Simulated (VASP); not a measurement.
A run of VASP 6.6.1 is set up as follows.

File INCAR:

```
ALGO = Normal
DIPOL = 0.5 0.5 0.300
EDIFF = 1E-7
ENCUT = 520
GGA = PE
IDIPOL = 3
ISIF = 2
ISMEAR = 0
LASPH = T
LCHARG = F
LDIPOL = T
LREAL = F
LWAVE = F
NBANDS = 44
NELM = 100
PREC = Accurate
SIGMA = 0.05
```

File KPOINTS:

```
k-points
0
Gamma
  4 5 1
```

File POSCAR:

```
Si6Cl
1.0
    7.7350714036      0.0000000000      0.0000000000
    0.0000000000      5.4695214425      0.0000000000
    0.0000000000      0.0000000000     21.7238418972
Si Cl
12 2
Direct
    0.2500000000      0.0000000000      0.1841294933
    0.7500000000      0.0000000000      0.1841294933
    0.0000000000      0.2500000000      0.1841294933
    0.5000000000      0.2500000000      0.1841294933
    0.0000000000      0.5024402289      0.2710384085
    0.5000000000      0.5024402289      0.2710384085
    0.2500000000      0.7475597711      0.2710384085
    0.7500000000      0.7475597711      0.2710384085
    0.2500000000      0.0098635104      0.3555467736
    0.7500000000      0.0098635104      0.3555467736
    0.0000000000      0.2401364896      0.3555467736
    0.5000000000      0.2401364896      0.3555467736
    0.0000000000      0.8361737260      0.4752309442
    0.0000000000      1.1835532948      0.4752309442
```

Potentials or basis: VASP PAW PBE potentials, release 64 (Si, Cl).

Launch:

```console
$ cat potpaw_PBE.64/Si/POTCAR potpaw_PBE.64/Cl/POTCAR > POTCAR
$ mpirun -np 1 vasp_std > vasp.out
```

Question: Predict the band gap on the k mesh.

Answer: Zero (bands 31 and 32 overlap by 0.19 eV).

Question: Predict the largest force.

Answer: 4.121 eV/Å.

Forces on the atoms (eV/Å):
```
Si   0.151  0.593  0.126
Si  -0.151  0.593  0.126
Si   0.000 -0.401  0.087
Si   0.000 -0.633 -0.109
Si   0.000  0.206 -0.156
Si   0.000  0.076 -0.018
Si   0.050 -0.057  0.043
Si  -0.050 -0.057  0.043
Si   0.351 -0.185 -0.312
Si  -0.351 -0.185 -0.312
Si   0.000  0.119 -0.372
Si   0.000  0.050  0.058
Cl   0.000 -4.106  0.352
Cl   0.000  3.988  0.445
```
